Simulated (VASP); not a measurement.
# SnTe (F-43m) in VASP: single point with LDA

Aim: the single point of SnTe with LDA.

All numbers are computed with VASP 6.6.1; they aren't measurements. Logs are shortened: lines on timing, memory, paths and dates and some standing lists are left out, and cuts for length are marked.

## 1. The cell of the first run

It takes space group F-43m (No. 216, cubic). The conventional cell has a = 7.222 Å, b = 7.222 Å, c = 7.222 Å, α = 90.00°, β = 90.00°, γ = 90.00°. Sn (site symmetry -43m) has 4 Te at 3.13 Å within 4.1 Å. Within 4.1 Å of Te (site symmetry -43m) lie 4 Sn at 3.13 Å.

## 2. Single point, LDA

File INCAR:

```
PREC = Accurate
ENCUT = 500
EDIFF = 1E-6
ISMEAR = 0
SIGMA = 0.15
LREAL = False
LASPH = True
NELM = 120
ALGO = Normal
ISIF = 2
LWAVE = False
LCHARG = True
GGA = CA
LELF = True
LVHAR = True
NBANDS = 17
GGA_COMPAT = False
```

File KPOINTS:

```
Automatic mesh
0
Gamma
  12 12 12
```

File POSCAR:

```
SnTe
1.0
    0.0000000000      3.6111460000      3.6111460000
    3.6111460000      0.0000000000      3.6111460000
    3.6111460000      3.6111460000      0.0000000000
Sn Te
1 1
Direct
    0.0000000000      0.0000000000      0.0000000000
    0.7500000000      0.7500000000      0.7500000000
```

Potentials or basis: VASP PAW LDA potentials, release 64 (Sn_d, Te).

Launch:

```sh
$ cat potpaw_LDA.64/Sn_d/POTCAR potpaw_LDA.64/Te/POTCAR > POTCAR
$ mpirun -np 1 vasp_std > vasp.out
```

OUTCAR:

```text
PREC = Accurate
   ENCUT = 500
   EDIFF = 1E-6
   ISMEAR = 0
   LREAL = False
   LASPH = True
   NELM = 120
   ISIF = 2
   GGA = CA

 ion  position               nearest neighbor table
   1  0.000  0.000  0.000-   2 3.13   2 3.13   2 3.13   2 3.13
   2  0.750  0.750  0.750-   1 3.13   1 3.13   1 3.13   1 3.13

  LATTYP: Found a face centered cubic cell.
 ALAT       =     7.2222920000

  Lattice vectors:

 A1 = (   0.0000000000,   3.6111460000,   3.6111460000)
 A2 = (   3.6111460000,   0.0000000000,   3.6111460000)
 A3 = (   3.6111460000,   3.6111460000,   0.0000000000)

Analysis of symmetry for initial positions (statically):
=====================================================================
 Subroutine PRICEL returns:
 Original cell was already a primitive cell.

 Routine SETGRP: Setting up the symmetry group for a
 face centered cubic supercell.

 Subroutine GETGRP returns: Found 24 space group operations
 (whereof 24 operations were pure point group operations)
 out of a pool of 48 trial point group operations.

The static configuration has the point symmetry T_d .

Analysis of symmetry for dynamics (positions and initial velocities):
=====================================================================
 Subroutine PRICEL returns:
 Original cell was already a primitive cell.

 Routine SETGRP: Setting up the symmetry group for a
 face centered cubic supercell.

 Subroutine GETGRP returns: Found 24 space group operations
 (whereof 24 operations were pure point group operations)
 out of a pool of 48 trial point group operations.

The dynamic configuration has the point symmetry T_d .

 Subroutine INISYM returns: Found 24 space group operations
 (whereof 24 operations are pure point group operations),
 and found     1 'primitive' translations

----------------------------------------------------------------------------------------

                                     Primitive cell

  volume of cell :      94.1814

  direct lattice vectors                    reciprocal lattice vectors
     0.000000000  3.611146000  3.611146000    -0.138460201  0.138460201  0.138460201
     3.611146000  0.000000000  3.611146000     0.138460201 -0.138460201  0.138460201
     3.611146000  3.611146000  0.000000000     0.138460201  0.138460201 -0.138460201

  length of vectors
[... 74 lines left out ...]
   ISTART =      0    job   : 0-new  1-cont  2-samecut
   ICHARG =      2    charge: 1-file 2-atom 10-const
   ISPIN  =      1    spin polarized calculation?
   LNONCOLLINEAR =      F non collinear calculations
   LSORBIT =      F    spin-orbit coupling
   LASPH  =      T    aspherical Exc in radial PAW
   ENCUT  =  500.0 eV  36.75 Ry    6.06 a.u.   9.31  9.31  9.31*2*pi/ulx,y,z
   NELM   =    120;   NELMIN=  2; NELMDL= -5     # of ELM steps
   EDIFF  = 0.1E-05   stopping-criterion for ELM
   LREAL  =      F    real-space projection
   EDIFFG = 0.1E-04   stopping-criterion for IOM
   NSW    =      0    number of steps for IOM
   IBRION =     -1    ionic relax: 0-MD 1-quasi-New 2-CG
   NFREE  =      0    steps in history (QN), initial steepest desc. (CG)
   ISIF   =      2    stress and relaxation
   ISYM   =      2    0-nonsym 1-usesym 2-fastsym
   POTIM  = 0.5000    time-step for ionic-motion
   TEBEG  =    0.0;   TEEND  =   0.0 temperature during run
   PSTRESS=    0.0 pullay stress
   NELECT =      20.0000    total number of electrons
   NUPDOWN=      -1.0000    fix difference up-down
   EMIN   =  10.00;   EMAX   =-10.00  energy-range for DOS
   EFERMI =   0.00;   METHOD = LEGACY
   ISMEAR =     0;   SIGMA  =   0.15  broadening in eV -4-tet -1-fermi 0-gaus
   EFERMI_NEDOS =   21; number of points for ismear=-14 and -15
   IALGO  =     38    algorithm
   IMIX   =      4    mixing-type and parameters
     AMIX     =   0.40;   BMIX     =  1.00
     AMIX_MAG =   1.60;   BMIX_MAG =  1.00
  volume/ion in A,a.u.               =      47.09       317.78
  Fermi-wavevector in a.u.,A,eV,Ry     =   0.976704  1.845704 12.979296  0.953951
  Thomas-Fermi vector in A             =   2.107344
   LORBIT       =      0    0 simple, 1 ext, 2 COOP (PROOUT), +10 PAW based schemes
   GGA     = CA    functional components
   LHFCALC =     F    Hartree Fock is set to
   AEXX    =    0.0000 exact exchange contribution
   IVDW    =     0    specifies the selected vdW correction
   LEPSILON=     F    determine dielectric tensor
   LRPA    =     F    only Hartree local field effects (RPA)
 non-spin polarized calculation
 Gauss-broadening in eV      SIGMA  =   0.15
  energy-cutoff  :      500.00
  volume of cell :       94.18
 maximum number of plane-waves:      2421
 NGX is ok and might be reduce to    40
   NGX = 19   NGY = 19   NGZ = 19

 number of electron      19.9999999 magnetization

 Free energy of the ion-electron system (eV)
  ---------------------------------------------------
  ext. energy  EPLUGINS =         0.00000000
  ---------------------------------------------------
  free energy    TOTEN  =        -7.99619504 eV

  energy without entropy =       -7.99326600  energy(sigma->0) =       -7.99473052

 E-fermi :   2.9307     XC(G=0):  -7.8071

 val. band max:        2.7755024737   @ k =  -0.3333   0.4167   0.1667
 cond. band min:       2.9392806633   @ k =   0.5000   0.5000   0.0000
 fundamental gap:      0.1637781896
 Fermi energy:         2.9306560184

 k-point     1 :       0.0000    0.0000    0.0000
  band No.  band energies     occupation
      1     -18.7790      2.00000
      2     -18.7790      2.00000
      3     -18.7790      2.00000
      4     -18.7686      2.00000
      5     -18.7686      2.00000
      6      -8.6391      2.00000
[... 457 lines left out ...]
      4     -18.7685      2.00000
      5     -18.7683      2.00000
      6      -8.0408      2.00000
[... 9 lines left out ...]
     16       9.2585      0.00000
     17      10.2927      0.00000

 [... further k-points ...]
[... 5 lines left out ...]
  --------------------------------------------------------------------------------------
  -------------------------------------------------------------------------------------
  Total       -1.2870640     -1.2870640     -1.2870640      0.0000000      0.0000000      0.0000000
  in kB      -21.8950325    -21.8950325    -21.8950325      0.0000000      0.0000000      0.0000000
  external PRESSURE =     -21.8950325 kB  Pullay stress =       0.0000000 kB

 VOLUME and BASIS-vectors are now :
 -----------------------------------------------------------------------------
  energy-cutoff  :      500.00
  volume of cell :       94.18
      direct lattice vectors                 reciprocal lattice vectors
     0.000000000  3.611146000  3.611146000    -0.138460201  0.138460201  0.138460201
     3.611146000  0.000000000  3.611146000     0.138460201 -0.138460201  0.138460201
     3.611146000  3.611146000  0.000000000     0.138460201  0.138460201 -0.138460201

 POSITION                                       TOTAL-FORCE (eV/Angst)
 -----------------------------------------------------------------------------------
      0.00000      0.00000      0.00000        -0.000000     -0.000000     -0.000000
      5.41672      5.41672      5.41672         0.000000      0.000000      0.000000
 -----------------------------------------------------------------------------------
    total drift:                                0.000000      0.000000      0.000000

  FREE ENERGIE OF THE ION-ELECTRON SYSTEM (eV)
  ---------------------------------------------------
  free  energy   TOTEN  =        -7.9961950387 eV

  energy  without entropy=       -7.9932660025  energy(sigma->0) =       -7.99473052
```

OSZICAR:

```text
N       E                     dE             d eps       ncg     rms          rms(c)
DAV:   1     0.121605237911E+03    0.12161E+03   -0.89942E+03  2449   0.113E+03
DAV:   2     0.406543128350E+01   -0.11754E+03   -0.11440E+03  2714   0.290E+02
DAV:   3    -0.775980715037E+01   -0.11825E+02   -0.11758E+02  3027   0.897E+01
DAV:   4    -0.813906877749E+01   -0.37926E+00   -0.37904E+00  2905   0.171E+01
DAV:   5    -0.815613647255E+01   -0.17068E-01   -0.17067E-01  3487   0.343E+00    0.430E+00
DAV:   6    -0.800658370948E+01    0.14955E+00   -0.38643E-01  3218   0.293E+00    0.287E+00
DAV:   7    -0.799815869460E+01    0.84250E-02   -0.66830E-02  2631   0.980E-01    0.109E+00
DAV:   8    -0.799626495830E+01    0.18937E-02   -0.80053E-03  2948   0.603E-01    0.214E-01
DAV:   9    -0.799615829501E+01    0.10666E-03   -0.20069E-03  3060   0.251E-01    0.506E-02
DAV:  10    -0.799616958337E+01   -0.11288E-04   -0.23777E-04  2791   0.788E-02    0.307E-02
DAV:  11    -0.799619557501E+01   -0.25992E-04   -0.36605E-05  2545   0.293E-02    0.184E-02
DAV:  12    -0.799619503868E+01    0.53633E-06   -0.34466E-06  2817   0.115E-02
   1 F= -.79961950E+01 E0= -.79947305E+01  d E =-.292904E-02
```

Wall time 2.4 min (1 thread of Intel Xeon 8259CL, shared host); peak memory 0.27 GiB.

Results:

| Item | Value |
| --- | --- |
| Free energy | -7.9962 eV |
| Pressure | -2.2 GPa |
| Band gap on the k mesh | zero (filled and empty bands touch) |

Caveat: semilocal functionals underestimate gaps, and a narrow one can read as zero; spin-orbit coupling is left out, which moves the levels of the heavy elements.

The gap in the log of VASP goes by the Fermi energy; the results here count the filled bands.